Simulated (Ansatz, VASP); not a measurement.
**One calculation of NaIr, two programs**

The input INCAR:

```
SYSTEM = NaIr
PREC = Accurate
ENCUT = 520
EDIFF = 1E-6
ISMEAR = -1
SIGMA = 0.05
LREAL = .FALSE.
LASPH = .TRUE.
NELM = 80
ALGO = Normal
ISIF = 2
LWAVE = .FALSE.
LCHARG = .TRUE.
GGA = PE
LELF = .TRUE.
LVHAR = .TRUE.
NBANDS = 15
```

File KPOINTS:

```
Automatic mesh
0
G
  11 11 11
  0 0 0
```

The input POSCAR:

```
NaIr
1.0
    3.2312637440      0.0000000000      0.0000000000
    0.0000000000      3.2312637440      0.0000000000
    0.0000000000      0.0000000000      3.2312637440
Na Ir
1 1
Direct
    0.0000000000      0.0000000000      0.0000000000
    0.5000000000      0.5000000000      0.5000000000
```

Input for Ansatz:

```yaml
crystal:
  lattice:
    - [3.231263744, 0.0, 0.0]
    - [0.0, 3.231263744, 0.0]
    - [0.0, 0.0, 3.231263744]
  atoms:
    - { symbol: Na, position: [0.0, 0.0, 0.0] }
    - { symbol: Ir, position: [0.5, 0.5, 0.5] }
kpoints:
  mp_grid: { grid: [11, 11, 11] }
  band_path:
    path:
      - [0.0, 0.0, 0.0]
      - [0.0, 0.5, 0.0]
      - [0.5, 0.5, 0.0]
      - [0.0, 0.0, 0.0]
      - [0.5, 0.5, 0.5]
      - [0.0, 0.5, 0.0]
      - [0.5, 0.5, 0.5]
      - [0.5, 0.5, 0.0]
    npoints: 8
scf:
  occupations: { method: fermi_dirac, width: 0.05 }
hamiltonian:
  xc: pbe
  pseudopotentials:
    kind: all_electron
    lapw: { basis_error: 0.0005 }
    relativity: none
output:
  forces: true
  stress: true
  eigenvalues: true
  populations: true
```

Alike in both runs: task single point; functional PBE; k mesh 11 × 11 × 11; occupations fermi-dirac, width 0.05 eV; no spin polarisation.

|  | VASP | Ansatz |
| --- | --- | --- |
| version | VASP 6.6.1 | Ansatz 0.2.0 |
| potentials or method | VASP PAW PBE potentials, release 64 (Na_pv, Ir), cutoff 520 eV | all-electron LAPW, non-relativistic |

```tsv
	VASP	Ansatz	Ansatz less VASP
pressure (GPa)	0.2	6.7	+6.54
```

One of these differences is far larger than is usual between the two programs; its cause wasn't traced. Ansatz ran all-electron here, and VASP with PAW potentials.

Neither program's run includes spin-orbit coupling.
